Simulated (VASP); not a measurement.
# Sb in VASP: relaxation of the atoms with PBE+D3(BJ)

Aim: the relaxation of the atoms of Sb with PBE+D3(BJ).

Everything below comes from runs of VASP 6.6.1. Logs are shortened: lines on timing, memory, paths and dates and some standing lists are left out, and cuts for length are marked.

### 1 The cell of the first run

The cell holds a slab with vacuum, 4 atoms: a = 4.069 Å, b = 4.069 Å, c = 20.800 Å, α = 90.00°, β = 90.00°, γ = 120.00°.

### 2 Relaxation of the atoms, PBE+D3(BJ) (layers slid over each other)

INCAR reads:

```
SYSTEM = Sb
PREC = Accurate ; ENCUT = 520
EDIFF = 1E-7 ; ISMEAR = 0
SIGMA = 0.05 ; LREAL = .False.
LASPH = .True. ; NELM = 80
ALGO = Normal ; ISIF = 2
LWAVE = .False. ; LCHARG = .False.
LDIPOL = .True. ; IDIPOL = 3
DIPOL = 0.5 0.5 0.387 ; GGA = PE
IVDW = 12 ; IBRION = 2
NSW = 40 ; EDIFFG = -0.003
```

KPOINTS reads:

```
regular mesh
0
Gamma
  9 9 1
  0 0 0
```

POSCAR reads:

```
Sb
1.0
    4.0686848921      0.0000000000      0.0000000000
   -2.0343424461      3.5235844766      0.0000000000
    0.0000000000      0.0000000000     20.8000277116
Sb
4
Selective dynamics
Direct
    0.3333333333      0.6666666667      0.2957330361  F F T
    0.6666666667      0.3333333333      0.2163458656  F F F
    0.7777777778      0.5555555556      0.5569852169  F F T
    0.4444444444      0.8888888889      0.4776047226  F F T
```

Potentials or basis: VASP PAW PBE potentials, release 64 (Sb).

Started as:

```console
$ cat potpaw_PBE.64/Sb/POTCAR > POTCAR
$ mpirun -np 1 vasp_std > vasp.out
```

OUTCAR:

```text
SYSTEM = Sb
   PREC = Accurate
   ENCUT = 520
   EDIFF = 1E-7
   ISMEAR = 0
   LREAL = .False.
   LASPH = .True.
   NELM = 80
   ISIF = 2
   GGA = PE
   IVDW = 12
   IBRION = 2
   NSW = 40
   EDIFFG = -0.003
 IVDW          = 12

 ion  position               nearest neighbor table
   1  0.333  0.667  0.296-   2 2.87   2 2.87   2 2.87
   2  0.667  0.333  0.216-   1 2.87   1 2.87   1 2.87
   3  0.778  0.556  0.557-   4 2.87   4 2.87   4 2.87
   4  0.444  0.889  0.478-   3 2.87   3 2.87   3 2.87

  LATTYP: Found a hexagonal cell.
 ALAT       =     4.0686848921
 C/A-ratio  =     5.1122237930

  Lattice vectors:

 A1 = (   4.0686848921,   0.0000000000,   0.0000000000)
 A2 = (  -2.0343424461,   3.5235844766,   0.0000000000)
 A3 = (   0.0000000000,   0.0000000000,  20.8000277116)

Analysis of symmetry for initial positions (statically):
=====================================================================
 Subroutine PRICEL returns:
 Original cell was already a primitive cell.

 Routine SETGRP: Setting up the symmetry group for a
 hexagonal supercell.

 Subroutine GETGRP returns: Found  2 space group operations
 (whereof  2 operations were pure point group operations)
 out of a pool of 24 trial point group operations.

The static configuration has the point symmetry C_1h.

Analysis of symmetry for dynamics (positions and initial velocities):
=====================================================================
 Subroutine PRICEL returns:
 Original cell was already a primitive cell.

 Routine SETGRP: Setting up the symmetry group for a
 hexagonal supercell.

 Subroutine GETGRP returns: Found  2 space group operations
 (whereof  2 operations were pure point group operations)
 out of a pool of 24 trial point group operations.

The dynamic configuration has the point symmetry C_1h.

Analysis of constrained symmetry for selective dynamics:
=====================================================================
 Subroutine PRICEL returns:
 Original cell was already a primitive cell.

 Routine SETGRP: Setting up the symmetry group for a
 hexagonal supercell.

 Subroutine GETGRP returns: Found  2 space group operations
 (whereof  2 operations were pure point group operations)
 out of a pool of 24 trial point group operations.

The constrained configuration has the point symmetry C_1h.

 Subroutine INISYM returns: Found  2 space group operations
 (whereof  2 operations are pure point group operations),
 and found     1 'primitive' translations

----------------------------------------------------------------------------------------

                                     Primitive cell

  volume of cell :     298.1966

  direct lattice vectors                    reciprocal lattice vectors
     4.068684892  0.000000000  0.000000000     0.245779663  0.141900954  0.000000000
    -2.034342446  3.523584477  0.000000000     0.000000000  0.283801909  0.000000000
     0.000000000  0.000000000 20.800027712     0.000000000  0.000000000  0.048076859

  length of vectors
     4.068684892  4.068684892 20.800027712     0.283801909  0.283801909  0.048076859

  position of ions in fractional coordinates (direct lattice)
     0.333333333  0.666666667  0.295733036
     0.666666667  0.333333333  0.216345866
     0.777777778  0.555555556  0.556985217
     0.444444444  0.888888889  0.477604723

  ion indices of the primitive-cell ions
   primitive index   ion index
                 1           1
                 2           2
                 3           3
                 4           4

----------------------------------------------------------------------------------------

 KPOINTS: regular mesh

Automatic generation of k-mesh.
 Grid dimensions read from file:
 generate k-points for:    9    9    1

 Generating k-lattice:

  Cartesian coordinates                     Fractional coordinates (reciprocal lattice)
     0.027308851  0.015766773  0.000000000     0.111111111 -0.000000000  0.000000000
     0.000000000  0.031533545  0.000000000     0.000000000  0.111111111  0.000000000
     0.000000000  0.000000000  0.048076859     0.000000000  0.000000000  1.000000000

  Length of vectors
     0.031533545  0.031533545  0.048076859

  Shift w.r.t. Gamma in fractional coordinates (k-lattice)
     0.000000000  0.000000000  0.000000000

 Subroutine IBZKPT returns following result:
 ===========================================

 Found     25 irreducible k-points:

 Following reciprocal coordinates:
            Coordinates               Weight
  0.000000  0.000000  0.000000      1.000000
  0.111111 -0.000000  0.000000      4.000000
  0.000000  0.111111  0.000000      2.000000
  0.222222 -0.000000  0.000000      4.000000
  0.000000  0.222222  0.000000      2.000000
  0.333333 -0.000000  0.000000      4.000000
[... 16 lines left out ...]
 -0.222222 -0.444444  0.000000      4.000000
  0.444444  0.333333  0.000000      4.000000
   k-points           NKPTS =     25   k-points in BZ     NKDIM =     25   number of bands    NBANDS=     14
   number of dos      NEDOS =    301   number of ions     NIONS =      4
   total plane-waves  NPLWV = 144000
   dimension x,y,z NGX =    30 NGY =   30 NGZ =  160
   dimension x,y,z NGXF=    60 NGYF=   60 NGZF=  320
   ions per type =               4
   NGX,Y,Z   is equivalent  to a cutoff of  12.26, 12.26, 12.79 a.u.
   NGXF,Y,Z  is equivalent  to a cutoff of  24.52, 24.52, 25.58 a.u.
 SYSTEM =  Sb
   PREC   = accura    normal or accurate (medium, high low for compatibility)
   ISTART =      0    job   : 0-new  1-cont  2-samecut
   ICHARG =      2    charge: 1-file 2-atom 10-const
   ISPIN  =      1    spin polarized calculation?
   LNONCOLLINEAR =      F non collinear calculations
   LSORBIT =      F    spin-orbit coupling
   LASPH  =      T    aspherical Exc in radial PAW
   ENCUT  =  520.0 eV  38.22 Ry    6.18 a.u.   7.57  7.57 38.67*2*pi/ulx,y,z
   NELM   =     80;   NELMIN=  2; NELMDL= -5     # of ELM steps
   EDIFF  = 0.1E-06   stopping-criterion for ELM
   LREAL  =      F    real-space projection
   EDIFFG = -.3E-02   stopping-criterion for IOM
   NSW    =     40    number of steps for IOM
   IBRION =      2    ionic relax: 0-MD 1-quasi-New 2-CG
   NFREE  =      1    steps in history (QN), initial steepest desc. (CG)
   ISIF   =      2    stress and relaxation
   ISYM   =      2    0-nonsym 1-usesym 2-fastsym
   POTIM  = 0.5000    time-step for ionic-motion
   TEBEG  =    0.0;   TEEND  =   0.0 temperature during run
   PSTRESS=    0.0 pullay stress
   NELECT =      20.0000    total number of electrons
   NUPDOWN=      -1.0000    fix difference up-down
   EMIN   =  10.00;   EMAX   =-10.00  energy-range for DOS
   EFERMI =   0.00;   METHOD = LEGACY
   ISMEAR =     0;   SIGMA  =   0.05  broadening in eV -4-tet -1-fermi 0-gaus
   EFERMI_NEDOS =   21; number of points for ismear=-14 and -15
   IALGO  =     38    algorithm
   IMIX   =      4    mixing-type and parameters
     AMIX     =   0.40;   BMIX     =  1.00
     AMIX_MAG =   1.60;   BMIX_MAG =  1.00
  volume/ion in A,a.u.               =      74.55       503.08
  Fermi-wavevector in a.u.,A,eV,Ry     =   0.665146  1.256945  6.019487  0.442420
  Thomas-Fermi vector in A             =   1.739052
   LORBIT       =      0    0 simple, 1 ext, 2 COOP (PROOUT), +10 PAW based schemes
   GGA     = PE    functional components
   LHFCALC =     F    Hartree Fock is set to
   AEXX    =    0.0000 exact exchange contribution
   IVDW    =    12    specifies the selected vdW correction
   LEPSILON=     F    determine dielectric tensor
   LRPA    =     F    only Hartree local field effects (RPA)
 conjugate gradient relaxation of ions
 non-spin polarized calculation
 Gauss-broadening in eV      SIGMA  =   0.05
  energy-cutoff  :      520.00
  volume of cell :      298.20
 maximum number of plane-waves:      8073
   NGX = 15   NGY = 15   NGZ = 77

--------------------------------------- Ionic step        1  -------------------------------------------

 number of electron      20.0000000 magnetization

 Free energy of the ion-electron system (eV)
  ---------------------------------------------------
  ext. energy  EPLUGINS =         0.00000000
  ---------------------------------------------------
  free energy    TOTEN  =       -16.16063100 eV

  energy without entropy =      -16.16063100  energy(sigma->0) =      -16.16063100

------------------------ aborting loop because EDIFF is reached ----------------------------------------

 Edisp (eV)   -1.17038

 E8    (eV) :    -0.5606
[... 111 lines left out ...]
  FREE ENERGIE OF THE ION-ELECTRON SYSTEM (eV)
  ---------------------------------------------------
  free  energy   TOTEN  =       -17.3315419964 eV

  energy  without entropy=      -17.3315419964  energy(sigma->0) =      -17.33154200

[... ionic steps 4 to 10 ...]

--------------------------------------- Ionic step       11  -------------------------------------------

 number of electron      20.0000001 magnetization

------------------------ aborting loop because EDIFF is reached ----------------------------------------
[... 73 lines left out ...]
  FREE ENERGIE OF THE ION-ELECTRON SYSTEM (eV)
  ---------------------------------------------------
  free  energy   TOTEN  =       -17.3322564630 eV

  energy  without entropy=      -17.3322564630  energy(sigma->0) =      -17.33225646

 dipolmoment           0.000000      0.000000     -0.000875 electrons x Angstroem

--------------------------------------- Ionic step       13  -------------------------------------------

 number of electron      20.0000001 magnetization

 dipolmoment           0.000000      0.000000      0.000345 electrons x Angstroem

 Free energy of the ion-electron system (eV)
  ---------------------------------------------------
  ext. energy  EPLUGINS =         0.00000000
  ---------------------------------------------------
  free energy    TOTEN  =       -16.17271770 eV

  energy without entropy =      -16.17271770  energy(sigma->0) =      -16.17271770

 E-fermi :   0.1695     XC(G=0):  -4.7616

 val. band max:       -0.0663667211   @ k =   0.0000   0.0000   0.0000
 cond. band min:       0.7723143670   @ k =   0.3333  -0.0000   0.0000
 fundamental gap:      0.8386810881
 Fermi energy:         0.1694820727

 k-point     1 :       0.0000    0.0000    0.0000
  band No.  band energies     occupation
      1     -11.6209      2.00000
      2     -11.5549      2.00000
      3      -6.8167      2.00000
      4      -6.3782      2.00000
      5      -1.4909      2.00000
      6      -0.2830      2.00000
      7      -0.1215      2.00000
      8      -0.0987      2.00000
      9      -0.0792      2.00000
     10      -0.0664      2.00000
     11       1.4102      0.00000
     12       1.9045      0.00000
     13       2.6193      0.00000
     14       2.6471      0.00000
[... 377 lines left out ...]
      1      -9.4075      2.00000
      2      -9.3275      2.00000
      3      -8.1107      2.00000
      4      -8.0050      2.00000
      5      -3.5445      2.00000
      6      -3.4399      2.00000
      7      -2.7709      2.00000
      8      -2.3206      2.00000
      9      -1.8313      2.00000
     10      -1.3327      2.00000
     11       1.2995      0.00000
     12       1.7579      0.00000
     13       2.4035      0.00000
     14       3.1221      0.00000

 [... further k-points ...]

------------------------ aborting loop because EDIFF is reached ----------------------------------------

 vacuum level on the upper side and lower side of the slab       (xc-potential included)        -0.138        -0.137

 Edisp (eV)   -1.15958

 E8    (eV) :    -0.5554

  FORCE on cell =-STRESS in cart. coord.  units (eV):
  Direction    XX          YY          ZZ          XY          YZ          ZX
  --------------------------------------------------------------------------------------
  -------------------------------------------------------------------------------------
  Total      -0.07746    -0.00216    -0.05612     0.00000     0.28789    -0.00000
  in kB      -0.41619    -0.01161    -0.30152     0.00000     1.54680    -0.00000
  external pressure =       -0.24 kB  Pullay stress =        0.00 kB
[... 19 lines left out ...]
  FREE ENERGIE OF THE ION-ELECTRON SYSTEM (eV)
  ---------------------------------------------------
  free  energy   TOTEN  =       -17.3323022642 eV

  energy  without entropy=      -17.3323022642  energy(sigma->0) =      -17.33230226

 reached required accuracy - stopping structural energy minimisation

 vacuum level on the upper side and lower side of the slab         4.492         4.494
```

Wall time 16 min (1 thread of Oxide Virtual Turin-like, shared host); peak memory 0.4 GiB.

What came out:

| Property | Result |
| --- | --- |
| Free energy | -17.3323 eV |
| Energy gained by relaxing | 0.3 meV/atom |
| Ionic steps | 13 |
| Band gap on the k mesh | 0.84 eV (least direct gap 1.38 eV) |
| Dispersion energy per atom | -0.290 eV |

Step by step:
| step | energy change (eV) | largest force on free atoms (eV/Å) | pressure (GPa) |
| --- | --- | --- | --- |
| 1 | 0.0000 | 0.0891 | 0.11 |
| 2 | -0.0005 | 0.0366 | 0.05 |
| 3 | -0.0005 | 0.0277 | 0.03 |
| 4 | -0.0005 | 0.0271 | 0.04 |
| 5 | -0.0006 | 0.0179 | 0.03 |
| 6 | -0.0006 | 0.0291 | 0.02 |
| 7 | -0.0006 | 0.0133 | 0.02 |
| 8 | -0.0006 | 0.0131 | 0.02 |
| 9 | -0.0007 | 0.0126 | 0.02 |
| 10 | -0.0008 | 0.0115 | 0.02 |
| 11 | -0.0010 | 0.0094 | 0.01 |
| 12 | -0.0012 | 0.0053 | 0.00 |
| 13 | -0.0013 | 0.0028 | -0.02 |

Final structure:
```yaml
crystal:
  lattice:
    - [4.06868, 0.00000, 0.00000]
    - [-2.03434, 3.52358, 0.00000]
    - [0.00000, 0.00000, 20.80003]
  atoms:
    - { symbol: Sb, position: [0.33333, 0.66667, 0.29618] }
    - { symbol: Sb, position: [0.66667, 0.33333, 0.21635] }
    - { symbol: Sb, position: [0.77778, 0.55556, 0.56144] }
    - { symbol: Sb, position: [0.44444, 0.88889, 0.48162] }
```

Levels at points of the mesh, in eV from the valence-band top:
```csv
k point,band 7,band 8,band 9,band 10,band 11,band 12,band 13,band 14
"(0.00, 0.00, 0.00)",-0.06,-0.03,-0.01,0.00,1.48,1.97,2.69,2.71
```

Caveat: the cell differs from its parent crystal (layers slid over each other); spin-orbit coupling is left out, which moves the levels of the heavy elements.
